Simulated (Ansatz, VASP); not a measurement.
**One calculation of Hf3ZrTe8, two programs**

INCAR

```
PREC = Accurate
ENCUT = 520
EDIFF = 1E-7
ISMEAR = 0
SIGMA = 0.1
LREAL = F
LASPH = T
NELM = 100
ALGO = Normal
ISIF = 2
LWAVE = F
LCHARG = T
GGA = PE
LELF = T
LVHAR = T
NBANDS = 57
```

File KPOINTS:

```
Automatic mesh
0
Gamma
  4 4 4
```

POSCAR

```
Hf3ZrTe8
1.0
    7.1590171000     -3.9768899000      0.0000000000
    7.1590171000      3.9768899000      0.0000000000
   -0.0040156000      0.0000000000      6.8903381000
Zr Hf Te
1 3 8
Direct
    0.5000000000      0.5000000000      0.0000000000
    0.0000000000      0.0000000000      0.0000000000
    0.7495270000      0.2504730000      0.5000000000
    0.2504730000      0.7495270000      0.5000000000
    0.1236420000      0.1236420000      0.3331850000
    0.6244140000      0.6244140000      0.3355180000
    0.8758560000      0.3727610000      0.8322540000
    0.3727610000      0.8758560000      0.8322540000
    0.1241440000      0.6272390000      0.1677460000
    0.6272390000      0.1241440000      0.1677460000
    0.8763580000      0.8763580000      0.6668150000
    0.3755860000      0.3755860000      0.6644820000
```

Input for Ansatz:

```yaml
crystal:
  lattice:
    - [7.1590171, -3.9768899, 0.0]
    - [7.1590171, 3.9768899, 0.0]
    - [-0.0040156, 0.0, 6.8903381]
  atoms:
    - { symbol: Zr, position: [0.5, 0.5, 0.0] }
    - { symbol: Hf, position: [0.0, 0.0, 0.0] }
    - { symbol: Hf, position: [0.749527, 0.250473, 0.5] }
    - { symbol: Hf, position: [0.250473, 0.749527, 0.5] }
    - { symbol: Te, position: [0.123642, 0.123642, 0.333185] }
    - { symbol: Te, position: [0.624414, 0.624414, 0.335518] }
    - { symbol: Te, position: [0.875856, 0.372761, 0.832254] }
    - { symbol: Te, position: [0.372761, 0.875856, 0.832254] }
    - { symbol: Te, position: [0.124144, 0.627239, 0.167746] }
    - { symbol: Te, position: [0.627239, 0.124144, 0.167746] }
    - { symbol: Te, position: [0.876358, 0.876358, 0.666815] }
    - { symbol: Te, position: [0.375586, 0.375586, 0.664482] }
basis:
  ecutwfc: 420
kpoints:
  mp_grid: { grid: [4, 4, 4] }
hamiltonian:
  xc: pbe
scf:
  occupations: { method: gaussian, width: 0.1 }
  lower_state_search: "off"
output:
  forces: true
  stress: true
  eigenvalues: true
```

Alike in both runs: task single point; functional PBE; k mesh 4 × 4 × 4; occupations gaussian, width 0.1 eV; no spin polarisation.

```csv
,VASP,Ansatz
version,VASP 6.6.1,Ansatz 0.2.0
potentials or method,"VASP PAW PBE potentials, release 64 (Zr_sv, Hf_pv, Te), cutoff 520 eV","scalar-relativistic, plane waves, PAW"
valence electrons in the cell,90,218
```

|  | VASP | Ansatz | Ansatz less VASP |
| --- | --- | --- | --- |
| gap on the k mesh at the Fermi level (eV) | none | none | - |
| pressure (GPa) | -0.2 | -0.1 | +0.12 |
| traceless stress, the component that is largest in VASP (GPa) | -0.16 | -0.16 | +0.006 |
| rms of the force components (eV/Å) | 0.009 | 0.003 | -0.0058 |

Atom by atom the forces differ by 0.010 eV/Å (rms over components). A gap of «none» marks a metal or a gap that the smearing closes. With one functional, cell and mesh, what is left measures potentials, basis and numerics. VASP's potentials hold 90 valence electrons a cell and Ansatz's 218, so a difference there can come from the potentials and not from the codes.

Neither program's run includes spin-orbit coupling.
